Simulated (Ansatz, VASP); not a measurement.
# Two plane-wave programs on Sb

```
CELL_PARAMETERS angstrom
3.08334 0.00000 0.00000
0.00000 3.08334 0.00000
0.00000 0.00000 3.08334
ATOMIC_POSITIONS crystal
Sb 0.00000 0.00000 0.00000
```

Alike in both runs: task relaxation of cell and atoms; functional PBEsol; k mesh 14 × 14 × 14; occupations gaussian, width 0.1 eV; no spin polarisation.

|  | VASP | Ansatz |
| --- | --- | --- |
| version | VASP 6.6.1 | Ansatz 0.2.0 |
| potentials or method | VASP PAW PBE potentials, release 64 (Sb), cutoff 600 eV | scalar-relativistic, plane waves, PAW |
| valence electrons in the cell | 5 | 15 |

Ansatz gave:

| Quantity | Value |
| --- | --- |
| gap on the k mesh at the Fermi level, each at its own relaxed structure (eV) | none |
| relaxed volume (Å³/atom) | 28.70 |
| relaxed cell length with the largest relative difference (Å) | 3.062 |

Question: Estimate VASP's values.

Answer: gap on the k mesh at the Fermi level, each at its own relaxed structure (eV): none; relaxed volume (Å³/atom): 28.75; relaxed cell length with the largest relative difference (Å): 3.063.

VASP's potentials were made for PBE, not for PBEsol, and Ansatz warns of the same on its side. A gap of «none» marks a metal or a gap that the smearing closes. VASP's potentials hold 5 valence electrons a cell and Ansatz's 15, so a difference there can come from the potentials and not from the codes.

Neither program's run includes spin-orbit coupling.
